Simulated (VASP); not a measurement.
Crystal: Ir.

```
Ir
1.0
     5.58926    0.00000    0.00000
    -2.79463    4.84044    0.00000
     0.00000    0.00000    3.75578
Ir
6
Cartesian
  -1.1184 3.6303 3.2612
  0.2099 2.0567 2.0093
  1.8861 0.8466 0.7573
  0.9085 3.9939 0.7573
  2.5848 2.7837 2.0093
  3.9130 1.2101 3.2612
```

| Item | Value |
| --- | --- |
| Program | VASP 6.6.1 |
| Task | relaxation of cell and atoms |
| Functional | PBE |
| Potentials or basis | VASP PAW PBE potentials, release 64 (Ir) |
| Cutoff | 600 eV |
| k mesh | 6 × 6 × 4 |
| Occupations | gaussian, width 0.1 eV |
| Spin | no spin polarisation |

At the start: pressure 33.1 GPa; volume 16.94 Å³/atom.

Q: How do energy, volume and symmetry change on relaxing?

A: Over 29 steps the energy falls by 1141.7 meV/atom and the volume is 16.39 Å³/atom (-3.2 %); space group P6_2 (No. 171, to 0.05 Å).

Step by step:
```csv
step,energy change (eV),largest force (eV/Å),pressure (GPa),volume (Å³)
1,0.0000,3.3501,33.14,101.61
2,5.6611,0.5965,-31.17,161.61
3,-1.7193,0.7122,-10.14,116.92
4,-1.7924,0.8379,-5.97,114.53
5,-1.7992,0.9073,-4.07,113.54
6,-2.4212,0.4712,-1.06,109.24
7,-2.5559,3.8604,29.62,95.28
8,-2.8870,1.2618,7.04,103.41
9,-2.9279,1.7080,10.75,101.59
10,-3.0942,1.8622,9.93,101.46
11,-3.6284,2.3872,8.28,100.86
12,-4.6306,3.5392,11.21,98.74
13,4.3994,6.3709,100.78,90.50
14,-4.5642,3.6859,13.26,98.41
15,-5.1619,2.6170,3.89,101.01
16,-5.2119,2.2863,1.24,102.03
17,-5.4764,2.1222,-1.27,102.10
18,-6.0459,1.5836,-6.68,102.25
19,-6.0603,0.3383,-7.47,102.26
20,-6.2444,1.0160,-8.72,102.30
21,-6.5297,0.6947,-2.07,99.23
22,-6.6031,0.3984,4.53,96.88
23,-6.7812,0.2157,2.76,97.31
24,-6.8457,0.0704,1.83,97.76
25,-6.8459,0.0726,1.84,97.75
26,-6.8493,0.0519,-0.64,98.60
27,-6.8498,0.0553,-0.04,98.38
28,-6.8500,0.0460,-0.04,98.38
29,-6.8505,0.0175,-0.04,98.37
```

Final structure:
```
Ir
1.0
     6.53035    0.00000    0.00000
    -3.26517    5.65545    0.00000
     0.00000    0.00000    2.66353
Ir
6
Direct
  0.15051 0.73460 0.86831
  0.26540 0.41591 0.53498
  0.41591 0.15051 0.20164
  0.58409 0.84949 0.20164
  0.73460 0.58409 0.53498
  0.84949 0.26540 0.86831
```

Caveat: the k points lie up to 0.59 Å⁻¹ apart in the final cell.
